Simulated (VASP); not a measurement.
# CaO (Fm-3m) in VASP: single point with r2SCAN

Aim: the single point of CaO with r2SCAN.

Program: VASP 6.6.1. These are calculated values, not measurements. Logs are shortened: lines on timing, memory, paths and dates and some standing lists are left out, and cuts for length are marked.

**1. The cell of the first run**

Symmetry: Fm-3m, No. 225, cubic system. Conventional cell: a = 4.795 Å, b = 4.795 Å, c = 4.795 Å, α = 90.00°, β = 90.00°, γ = 90.00°. Ca (site symmetry m-3m) has 6 O at 2.40 Å within 3.2 Å. Within 3.2 Å of O (site symmetry m-3m) lie 6 Ca at 2.40 Å.

**2. Single point, r2SCAN**

Input file POSCAR:

```
CaO
1.0
    0.0000000000      2.3975501260      2.3975501260
    2.3975501260      0.0000000000      2.3975501260
    2.3975501260      2.3975501260      0.0000000000
Ca O
1 1
Direct
    0.0000000000      0.0000000000      0.0000000000
    0.5000000000      0.5000000000      0.5000000000
```

Input file INCAR.step1:

```
ALGO     = Normal         # electronic algorithm
EDIFF    = 1E-5           # SCF threshold, eV
ENCUT    = 1480           # plane-wave cutoff, eV
GGA      = PE             # functional
GGA_COMPAT= F            
ISMEAR   = 0              # smearing method
LASPH    = T              # aspherical terms in the spheres
LCHARG   = F              # write CHGCAR
LREAL    = F              # projectors in reciprocal space
LWAVE    = T              # write WAVECAR
NBANDS   = 15             # bands
NELM     = 120            # most SCF steps
PREC     = Accurate       # precision mode
SIGMA    = 0.01           # smearing width, eV
```

Input file INCAR.step2:

```
ALGO     = Normal         # electronic algorithm
EDIFF    = 1E-6           # SCF threshold, eV
ENCUT    = 1480           # plane-wave cutoff, eV
GGA_COMPAT= F            
ISIF     = 2              # what is computed and relaxed
ISMEAR   = 0              # smearing method
ISTART   = 1            
LASPH    = T              # aspherical terms in the spheres
LCHARG   = T              # write CHGCAR
LELF     = T              # ELF
LMIXTAU  = T            
LREAL    = F              # projectors in reciprocal space
LVHAR    = T            
LWAVE    = F              # write WAVECAR
METAGGA  = R2SCAN         # meta-GGA
NBANDS   = 15             # bands
NELM     = 120            # most SCF steps
PREC     = Accurate       # precision mode
SIGMA    = 0.01           # smearing width, eV
```

Input file KPOINTS:

```
k-points
0
Gamma
  10 10 10
```

Potentials or basis: VASP PAW PBE potentials, release 64 (Ca_sv, O_h).

Started as:

```sh
$ cat potpaw_PBE.64/Ca_sv/POTCAR potpaw_PBE.64/O_h/POTCAR > POTCAR
$ cp INCAR.step1 INCAR
$ mpirun -np 1 vasp_std > vasp.out
$ cp INCAR.step2 INCAR
$ mpirun -np 1 vasp_std > vasp.out
```

OUTCAR:

```text
EDIFF = 1E-6
   ENCUT = 1480
   ISIF = 2
   ISMEAR = 0
   ISTART = 1
   LASPH = T
   LREAL = F
   METAGGA = R2SCAN
   NELM = 120
   PREC = Accurate

 ion  position               nearest neighbor table
   1  0.000  0.000  0.000-
   2  0.500  0.500  0.500-

  LATTYP: Found a face centered cubic cell.
 ALAT       =     4.7951002520

  Lattice vectors:

 A1 = (   0.0000000000,   2.3975501260,   2.3975501260)
 A2 = (   2.3975501260,   0.0000000000,   2.3975501260)
 A3 = (   2.3975501260,   2.3975501260,   0.0000000000)

Analysis of symmetry for initial positions (statically):
=====================================================================
 Subroutine PRICEL returns:
 Original cell was already a primitive cell.

 Routine SETGRP: Setting up the symmetry group for a
 face centered cubic supercell.

 Subroutine GETGRP returns: Found 48 space group operations
 (whereof 48 operations were pure point group operations)
 out of a pool of 48 trial point group operations.

The static configuration has the point symmetry O_h .

Analysis of symmetry for dynamics (positions and initial velocities):
=====================================================================
 Subroutine PRICEL returns:
 Original cell was already a primitive cell.

 Routine SETGRP: Setting up the symmetry group for a
 face centered cubic supercell.

 Subroutine GETGRP returns: Found 48 space group operations
 (whereof 48 operations were pure point group operations)
 out of a pool of 48 trial point group operations.

The dynamic configuration has the point symmetry O_h .

 Subroutine INISYM returns: Found 48 space group operations
 (whereof 48 operations are pure point group operations),
 and found     1 'primitive' translations

----------------------------------------------------------------------------------------

                                     Primitive cell

  volume of cell :      27.5634

  direct lattice vectors                    reciprocal lattice vectors
     0.000000000  2.397550126  2.397550126    -0.208546213  0.208546213  0.208546213
     2.397550126  0.000000000  2.397550126     0.208546213 -0.208546213  0.208546213
     2.397550126  2.397550126  0.000000000     0.208546213  0.208546213 -0.208546213

  length of vectors
     3.390647905  3.390647905  3.390647905     0.361212637  0.361212637  0.361212637

  position of ions in fractional coordinates (direct lattice)
     0.000000000  0.000000000  0.000000000
     0.500000000  0.500000000  0.500000000

  ion indices of the primitive-cell ions
   primitive index   ion index
                 1           1
                 2           2

----------------------------------------------------------------------------------------

 KPOINTS: k-points

Automatic generation of k-mesh.
 Grid dimensions read from file:
 generate k-points for:   10   10   10

 Generating k-lattice:

  Cartesian coordinates                     Fractional coordinates (reciprocal lattice)
    -0.020854621  0.020854621  0.020854621     0.100000000  0.000000000  0.000000000
     0.020854621 -0.020854621  0.020854621     0.000000000  0.100000000  0.000000000
     0.020854621  0.020854621 -0.020854621     0.000000000  0.000000000  0.100000000

  Length of vectors
     0.036121264  0.036121264  0.036121264

  Shift w.r.t. Gamma in fractional coordinates (k-lattice)
     0.000000000  0.000000000  0.000000000

 Subroutine IBZKPT returns following result:
 ===========================================

 Found     47 irreducible k-points:

 Following reciprocal coordinates:
            Coordinates               Weight
  0.000000  0.000000  0.000000      1.000000
  0.100000  0.000000  0.000000      8.000000
  0.200000  0.000000  0.000000      8.000000
  0.300000  0.000000  0.000000      8.000000
  0.400000  0.000000  0.000000      8.000000
  0.500000  0.000000  0.000000      4.000000
[... 16 lines left out ...]
  0.300000  0.300000  0.000000      6.000000
  0.400000  0.300000  0.000000     24.000000
 [... further k-points ...]
   k-points           NKPTS =     47   k-points in BZ     NKDIM =     47   number of bands    NBANDS=     15
   number of dos      NEDOS =    301   number of ions     NIONS =      2
   total plane-waves  NPLWV = 110592
   dimension x,y,z NGX =    48 NGY =   48 NGZ =   48
   dimension x,y,z NGXF=    96 NGYF=   96 NGZF=   96
   ions per type =               1   1
   NGX,Y,Z   is equivalent  to a cutoff of  23.53, 23.53, 23.53 a.u.
   NGXF,Y,Z  is equivalent  to a cutoff of  47.07, 47.07, 47.07 a.u.
 SYSTEM =  unknown system
   PREC   = accura    normal or accurate (medium, high low for compatibility)
   ISTART =      1    job   : 0-new  1-cont  2-samecut
   ICHARG =      0    charge: 1-file 2-atom 10-const
   ISPIN  =      1    spin polarized calculation?
   LNONCOLLINEAR =      F non collinear calculations
   LSORBIT =      F    spin-orbit coupling
   LASPH  =      T    aspherical Exc in radial PAW
   ENCUT  = 1480.0 eV 108.78 Ry   10.43 a.u.  10.64 10.64 10.64*2*pi/ulx,y,z
   NELM   =    120;   NELMIN=  2; NELMDL=  0     # of ELM steps
   EDIFF  = 0.1E-05   stopping-criterion for ELM
   LREAL  =      F    real-space projection
   EDIFFG = 0.1E-04   stopping-criterion for IOM
   NSW    =      0    number of steps for IOM
   IBRION =     -1    ionic relax: 0-MD 1-quasi-New 2-CG
   NFREE  =      0    steps in history (QN), initial steepest desc. (CG)
   ISIF   =      2    stress and relaxation
   ISYM   =      2    0-nonsym 1-usesym 2-fastsym
   POTIM  = 0.5000    time-step for ionic-motion
   TEBEG  =    0.0;   TEEND  =   0.0 temperature during run
   PSTRESS=    0.0 pullay stress
   NELECT =      16.0000    total number of electrons
   NUPDOWN=      -1.0000    fix difference up-down
   EMIN   =  10.00;   EMAX   =-10.00  energy-range for DOS
   EFERMI =   0.00;   METHOD = LEGACY
   ISMEAR =     0;   SIGMA  =   0.01  broadening in eV -4-tet -1-fermi 0-gaus
   EFERMI_NEDOS =   21; number of points for ismear=-14 and -15
   IALGO  =     38    algorithm
   IMIX   =      4    mixing-type and parameters
     AMIX     =   0.40;   BMIX     =  1.00
     AMIX_MAG =   1.60;   BMIX_MAG =  1.00
  volume/ion in A,a.u.               =      13.78        93.00
  Fermi-wavevector in a.u.,A,eV,Ry     =   1.365643  2.580691 25.374598  1.864980
  Thomas-Fermi vector in A             =   2.491853
   LORBIT       =      0    0 simple, 1 ext, 2 COOP (PROOUT), +10 PAW based schemes
   METAGGA = R2SCAN    functional components
   LHFCALC =     F    Hartree Fock is set to
   AEXX    =    0.0000 exact exchange contribution
   IVDW    =     0    specifies the selected vdW correction
   LEPSILON=     F    determine dielectric tensor
   LRPA    =     F    only Hartree local field effects (RPA)
 non-spin polarized calculation
 Gauss-broadening in eV      SIGMA  =   0.01
  energy-cutoff  :     1480.00
  volume of cell :       27.56
 maximum number of plane-waves:      3587
 NGX is ok and might be reduce to    48
   NGX = 21   NGY = 21   NGZ = 21

 number of electron      16.0000000 magnetization

 Free energy of the ion-electron system (eV)
  ---------------------------------------------------
  ext. energy  EPLUGINS =         0.00000000
  ---------------------------------------------------
  free energy    TOTEN  =       -19.46693328 eV

  energy without entropy =      -19.46693328  energy(sigma->0) =      -19.46693328

 E-fermi :   2.4458     XC(G=0): -11.1140

 val. band max:        2.3302505346   @ k =   0.0000   0.0000   0.0000
 cond. band min:       6.5223661724   @ k =   0.5000   0.5000   0.0000
 fundamental gap:      4.1921156378
 Fermi energy:         2.4457797644

 k-point     1 :       0.0000    0.0000    0.0000
  band No.  band energies     occupation
      1     -36.6938      2.00000
      2     -16.5806      2.00000
      3     -16.5806      2.00000
      4     -16.5806      2.00000
      5     -14.1561      2.00000
      6       2.3303      2.00000
      7       2.3303      2.00000
      8       2.3303      2.00000
      9       7.8185      0.00000
     10       9.2058      0.00000
     11       9.2058      0.00000
     12       9.2058      0.00000
     13      10.8150      0.00000
     14      10.8150      0.00000
     15      18.1537      0.00000

 k-point     2 :       0.1000    0.0000    0.0000
  band No.  band energies     occupation
      1     -36.6839      2.00000
      2     -16.7482      2.00000
      3     -16.5856      2.00000
      4     -16.5856      2.00000
      5     -13.9827      2.00000
      6       1.9837      2.00000
      7       2.1917      2.00000
      8       2.1917      2.00000
      9       8.2729      0.00000
     10       9.1685      0.00000
     11       9.3825      0.00000
     12       9.3825      0.00000
     13      11.0610      0.00000
     14      11.0610      0.00000
     15      18.5713      0.00000

 k-point     3 :       0.2000    0.0000    0.0000
  band No.  band energies     occupation
      1     -36.6579      2.00000
      2     -17.1119      2.00000
      3     -16.5985      2.00000
      4     -16.5985      2.00000
      5     -13.6031      2.00000
      6       1.2247      2.00000
      7       1.8575      2.00000
      8       1.8575      2.00000
      9       9.1223      0.00000
     10       9.3997      0.00000
     11       9.8713      0.00000
     12       9.8713      0.00000
     13      11.7015      0.00000
     14      11.7015      0.00000
     15      19.2101      0.00000
[... 343 lines left out ...]
 k-point    23 :       0.3000    0.3000    0.0000
  band No.  band energies     occupation
      1     -36.6045      2.00000
      2     -17.2222      2.00000
      3     -16.7324      2.00000
      4     -16.7324      2.00000
      5     -13.5880      2.00000
      6       0.5965      2.00000
      7       1.9917      2.00000
      8       1.9917      2.00000
      9       7.2489      0.00000
     10      10.1974      0.00000
     11      11.5591      0.00000
     12      11.6352      0.00000
     13      11.6352      0.00000
     14      13.6248      0.00000
     15      20.8151      0.00000

 k-point    24 :       0.4000    0.3000    0.0000
  band No.  band energies     occupation
      1     -36.5843      2.00000
      2     -17.2789      2.00000
      3     -16.7837      2.00000
      4     -16.7554      2.00000
      5     -13.5995      2.00000
      6       0.6614      2.00000
      7       1.7830      2.00000
      8       1.8787      2.00000
      9       7.2093      0.00000
     10      10.7684      0.00000
     11      11.8827      0.00000
     12      11.9393      0.00000
     13      12.0807      0.00000
     14      14.0402      0.00000
     15      19.1082      0.00000

 [... further k-points ...]

------------------------ aborting loop because EDIFF is reached ----------------------------------------

  FORCE on cell =-STRESS in cart. coord.  units (eV):
  Direction    XX          YY          ZZ          XY          YZ          ZX
  --------------------------------------------------------------------------------------
  -------------------------------------------------------------------------------------
  Total        0.1666520      0.1666520      0.1666520      0.0000000      0.0000000      0.0000000
  in kB        9.6869722      9.6869722      9.6869722      0.0000000      0.0000000      0.0000000
  external PRESSURE =       9.6869722 kB  Pullay stress =       0.0000000 kB

 VOLUME and BASIS-vectors are now :
 -----------------------------------------------------------------------------
  energy-cutoff  :     1480.00
  volume of cell :       27.56
      direct lattice vectors                 reciprocal lattice vectors
     0.000000000  2.397550126  2.397550126    -0.208546213  0.208546213  0.208546213
     2.397550126  0.000000000  2.397550126     0.208546213 -0.208546213  0.208546213
     2.397550126  2.397550126  0.000000000     0.208546213  0.208546213 -0.208546213

 POSITION                                       TOTAL-FORCE (eV/Angst)
 -----------------------------------------------------------------------------------
      0.00000      0.00000      0.00000         0.000000      0.000000     -0.000000
      2.39755      2.39755      2.39755         0.000000      0.000000      0.000000
 -----------------------------------------------------------------------------------
    total drift:                               -0.000000     -0.000000     -0.000000

  FREE ENERGIE OF THE ION-ELECTRON SYSTEM (eV)
  ---------------------------------------------------
  free  energy   TOTEN  =       -19.4669332750 eV

  energy  without entropy=      -19.4669332750  energy(sigma->0) =      -19.46693328
```

Wall time 3.8 min (1 thread of Intel Xeon 6975P-C (Granite Rapids), shared host); peak memory 0.43 GiB.

Results:

```yaml
Free_energy: -19.4669 eV
Pressure: 1.0 GPa
Band_gap_on_the_k_mesh: 4.19 eV (least direct gap 4.56 eV)
```

Caveat: the PAW data sets were made with another functional, which shifts forces and pressure a little.
